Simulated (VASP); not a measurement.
# Ta3N (R-3m) in VASP: a series of runs, part 2 of 2

VASP 6.6.1. The steps go on from the part before.

## Step 3: Single point, PBE

This run uses another cell than the first one, of 17.46 Å³/atom.

Contents of INCAR:

```
ALGO = Normal
EDIFF = 1E-7
ENCUT = 520
GGA = PE
ISIF = 2
ISMEAR = 0
LASPH = T
LCHARG = T
LELF = T
LREAL = F
LVHAR = T
LWAVE = F
NBANDS = 27
NELM = 60
PREC = Accurate
SIGMA = 0.1
```

Contents of KPOINTS:

```
k-points
0
Gamma
  6 6 6
```

Contents of POSCAR:

```
Ta3N
1.0
    2.1621307400      1.2483067700      4.3132176400
   -2.1621307400      1.2483067700      4.3132176400
    0.0000000000     -2.4966135300      4.3132176400
Ta N
3 1
Direct
    0.7020093600      0.7020093600      0.7020093600
    0.2979906400      0.2979906400      0.2979906400
    0.5000000000      0.5000000000      0.5000000000
    0.0000000000      0.0000000000      0.0000000000
```

Potentials or basis: VASP PAW PBE potentials, release 64 (Ta_pv, N).

Run with:

```sh
$ cat potpaw_PBE.64/Ta_pv/POTCAR potpaw_PBE.64/N/POTCAR > POTCAR
$ mpirun -np 1 vasp_std > vasp.out
```

OUTCAR:

```text
EDIFF = 1E-7
   ENCUT = 520
   GGA = PE
   ISIF = 2
   ISMEAR = 0
   LASPH = T
   LREAL = F
   NELM = 60
   PREC = Accurate

 ion  position               nearest neighbor table
   1  0.702  0.702  0.702-   4 2.54   4 2.54   4 2.54   3 2.61   2 2.66   2 2.66   2 2.66   3 3.02
                             3 3.02   3 3.02
   2  0.298  0.298  0.298-   4 2.54   4 2.54   4 2.54   3 2.61   1 2.66   1 2.66   1 2.66   3 3.02
                             3 3.02   3 3.02
   3  0.500  0.500  0.500-   1 2.61   2 2.61   2 3.02   2 3.02   1 3.02   1 3.02   2 3.02   1 3.02

   4  0.000  0.000  0.000-   1 2.54   1 2.54   2 2.54   2 2.54   1 2.54   2 2.54

  LATTYP: Found a trigonal (rhomboedric) cell.
 ALAT       =     4.9836658735
 COS(alpha) =     0.6235597404

  Lattice vectors:

 A1 = (   2.1621307400,   1.2483067700,   4.3132176400)
 A2 = (  -2.1621307400,   1.2483067700,   4.3132176400)
 A3 = (   0.0000000000,  -2.4966135300,   4.3132176400)

Analysis of symmetry for initial positions (statically):
=====================================================================
 Subroutine PRICEL returns:
 Original cell was already a primitive cell.

 Routine SETGRP: Setting up the symmetry group for a
 trigonal (rhombohedral) supercell.

 Subroutine GETGRP returns: Found 12 space group operations
 (whereof 12 operations were pure point group operations)
 out of a pool of 12 trial point group operations.

The static configuration has the point symmetry D_3d.

Analysis of symmetry for dynamics (positions and initial velocities):
=====================================================================
 Subroutine PRICEL returns:
 Original cell was already a primitive cell.

 Routine SETGRP: Setting up the symmetry group for a
 trigonal (rhombohedral) supercell.

 Subroutine GETGRP returns: Found 12 space group operations
 (whereof 12 operations were pure point group operations)
 out of a pool of 12 trial point group operations.

The dynamic configuration has the point symmetry D_3d.

 Subroutine INISYM returns: Found 12 space group operations
 (whereof 12 operations are pure point group operations),
 and found     1 'primitive' translations

----------------------------------------------------------------------------------------

                                     Primitive cell

  volume of cell :      69.8483

  direct lattice vectors                    reciprocal lattice vectors
     2.162130740  1.248306770  4.313217640     0.231253361  0.133514190  0.077281825
    -2.162130740  1.248306770  4.313217640    -0.231253361  0.133514190  0.077281825
     0.000000000 -2.496613530  4.313217640     0.000000000 -0.267028380  0.077281826

  length of vectors
     4.983665874  4.983665874  4.983665872     0.277986756  0.277986756  0.277986755

  position of ions in fractional coordinates (direct lattice)
     0.702009360  0.702009360  0.702009360
     0.297990640  0.297990640  0.297990640
     0.500000000  0.500000000  0.500000000
     0.000000000  0.000000000  0.000000000

  ion indices of the primitive-cell ions
   primitive index   ion index
                 1           1
                 2           2
                 3           3
                 4           4

[... 26 lines left out ...]
 Following reciprocal coordinates:
            Coordinates               Weight
  0.000000  0.000000  0.000000      1.000000
  0.166667 -0.000000  0.000000      6.000000
  0.333333  0.000000 -0.000000      6.000000
  0.500000  0.000000 -0.000000      3.000000
  0.166667  0.166667 -0.000000      6.000000
  0.333333  0.166667 -0.000000     12.000000
[... 16 lines left out ...]
  0.500000  0.500000  0.166667      6.000000
 -0.333333  0.500000  0.166667     12.000000
 [... further k-points ...]
   k-points           NKPTS =     32   k-points in BZ     NKDIM =     32   number of bands    NBANDS=     27
   number of dos      NEDOS =    301   number of ions     NIONS =      4
   total plane-waves  NPLWV =  64000
   dimension x,y,z NGX =    40 NGY =   40 NGZ =   40
   dimension x,y,z NGXF=    80 NGYF=   80 NGZF=   80
   ions per type =               3   1
   NGX,Y,Z   is equivalent  to a cutoff of  13.34, 13.34, 13.34 a.u.
   NGXF,Y,Z  is equivalent  to a cutoff of  26.69, 26.69, 26.69 a.u.
 SYSTEM =  unknown system
   PREC   = accura    normal or accurate (medium, high low for compatibility)
   ISTART =      0    job   : 0-new  1-cont  2-samecut
   ICHARG =      2    charge: 1-file 2-atom 10-const
   ISPIN  =      1    spin polarized calculation?
   LNONCOLLINEAR =      F non collinear calculations
   LSORBIT =      F    spin-orbit coupling
   LASPH  =      T    aspherical Exc in radial PAW
   ENCUT  =  520.0 eV  38.22 Ry    6.18 a.u.   9.27  9.27  9.27*2*pi/ulx,y,z
   NELM   =     60;   NELMIN=  2; NELMDL= -5     # of ELM steps
   EDIFF  = 0.1E-06   stopping-criterion for ELM
   LREAL  =      F    real-space projection
   EDIFFG = 0.1E-05   stopping-criterion for IOM
   NSW    =      0    number of steps for IOM
   IBRION =     -1    ionic relax: 0-MD 1-quasi-New 2-CG
   NFREE  =      0    steps in history (QN), initial steepest desc. (CG)
   ISIF   =      2    stress and relaxation
   ISYM   =      2    0-nonsym 1-usesym 2-fastsym
   POTIM  = 0.5000    time-step for ionic-motion
   TEBEG  =    0.0;   TEEND  =   0.0 temperature during run
   PSTRESS=    0.0 pullay stress
   NELECT =      38.0000    total number of electrons
   NUPDOWN=      -1.0000    fix difference up-down
   EMIN   =  10.00;   EMAX   =-10.00  energy-range for DOS
   EFERMI =   0.00;   METHOD = LEGACY
   ISMEAR =     0;   SIGMA  =   0.10  broadening in eV -4-tet -1-fermi 0-gaus
   EFERMI_NEDOS =   21; number of points for ismear=-14 and -15
   IALGO  =     38    algorithm
   IMIX   =      4    mixing-type and parameters
     AMIX     =   0.40;   BMIX     =  1.00
     AMIX_MAG =   1.60;   BMIX_MAG =  1.00
  volume/ion in A,a.u.               =      17.46       117.84
  Fermi-wavevector in a.u.,A,eV,Ry     =   1.336444  2.525513 24.301125  1.786082
  Thomas-Fermi vector in A             =   2.465070
   LORBIT       =      0    0 simple, 1 ext, 2 COOP (PROOUT), +10 PAW based schemes
   GGA     = PE    functional components
   LHFCALC =     F    Hartree Fock is set to
   AEXX    =    0.0000 exact exchange contribution
   IVDW    =     0    specifies the selected vdW correction
   LEPSILON=     F    determine dielectric tensor
   LRPA    =     F    only Hartree local field effects (RPA)
 non-spin polarized calculation
 Gauss-broadening in eV      SIGMA  =   0.10
  energy-cutoff  :      520.00
  volume of cell :       69.85
 maximum number of plane-waves:      1902
 NGX is ok and might be reduce to    40
   NGX = 19   NGY = 19   NGZ = 19

 number of electron      38.0000002 magnetization

 Free energy of the ion-electron system (eV)
  ---------------------------------------------------
  ext. energy  EPLUGINS =         0.00000000
  ---------------------------------------------------
  free energy    TOTEN  =       -38.51741389 eV

  energy without entropy =      -38.49982883  energy(sigma->0) =      -38.50862136

 E-fermi :   4.7096     XC(G=0): -11.7511

 val. band max:        4.6864850775   @ k =   0.1667  -0.0000   0.0000
 cond. band min:       4.7108916515   @ k =  -0.1667   0.3333   0.1667
 fundamental gap:      0.0244065740
 Fermi energy:         4.7096324868

 k-point     1 :       0.0000    0.0000    0.0000
  band No.  band energies     occupation
      1     -30.1208      2.00000
      2     -29.7414      2.00000
      3     -29.7414      2.00000
      4     -29.6537      2.00000
      5     -29.6537      2.00000
      6     -29.2945      2.00000
[... 709 lines left out ...]
     26       9.1066      0.00000
     27       9.7011      0.00000

 [... further k-points ...]

------------------------ aborting loop because EDIFF is reached ----------------------------------------

  FORCE on cell =-STRESS in cart. coord.  units (eV):
  Direction    XX          YY          ZZ          XY          YZ          ZX
  --------------------------------------------------------------------------------------
  -------------------------------------------------------------------------------------
  Total       -2.3184499     -2.3184499      3.5855968      0.0000000      0.0000000      0.0000000
  in kB      -53.1804976    -53.1804978     82.2462553      0.0000000      0.0000001      0.0000000
  external PRESSURE =      -8.0382467 kB  Pullay stress =       0.0000000 kB

 VOLUME and BASIS-vectors are now :
 -----------------------------------------------------------------------------
  energy-cutoff  :      520.00
  volume of cell :       69.85
      direct lattice vectors                 reciprocal lattice vectors
     2.162130740  1.248306770  4.313217640     0.231253361  0.133514190  0.077281825
    -2.162130740  1.248306770  4.313217640    -0.231253361  0.133514190  0.077281825
     0.000000000 -2.496613530  4.313217640     0.000000000 -0.267028380  0.077281826

 POSITION                                       TOTAL-FORCE (eV/Angst)
 -----------------------------------------------------------------------------------
      0.00000      0.00000      9.08376        -0.000000      0.000000      2.935873
      0.00000      0.00000      3.85590        -0.000000     -0.000000     -2.935873
      0.00000      0.00000      6.46983         0.000000     -0.000000     -0.000000
      0.00000      0.00000      0.00000        -0.000000     -0.000000     -0.000000
 -----------------------------------------------------------------------------------
    total drift:                                0.000000      0.000000     -0.000000

  FREE ENERGIE OF THE ION-ELECTRON SYSTEM (eV)
  ---------------------------------------------------
  free  energy   TOTEN  =       -38.5174138900 eV

  energy  without entropy=      -38.4998288328  energy(sigma->0) =      -38.50862136
```

Run time: 54 s. Hardware: 1 thread of Intel Xeon 6975P-C (Granite Rapids), shared host; peak memory 0.26 GiB.

What came out:

| Quantity | Value |
| --- | --- |
| Free energy | -38.5174 eV |
| Pressure | -0.8 GPa |
| Largest force | 2.936 eV/Å |
| Band gap on the k mesh | zero (bands 19 and 20 overlap by 0.23 eV) |

Forces in eV/Å, atoms in the order of the input:
```
Ta   0.000  0.000  2.936
Ta   0.000  0.000 -2.936
Ta   0.000  0.000  0.000
N    0.000  0.000  0.000
```

Stress tensor (GPa, compression positive):
```
-5.32  0.00  0.00
 0.00 -5.32  0.00
 0.00  0.00  8.22
```

Caveat: the stress differs along the axes, from -5 to 8 GPa; spin-orbit coupling is left out, which moves the levels of the heavy elements; forces of over 1 eV/Å act on the atoms, so gaps and moduli don't describe the material at rest.

The gap in the log of VASP goes by the Fermi energy; the results here count the filled bands.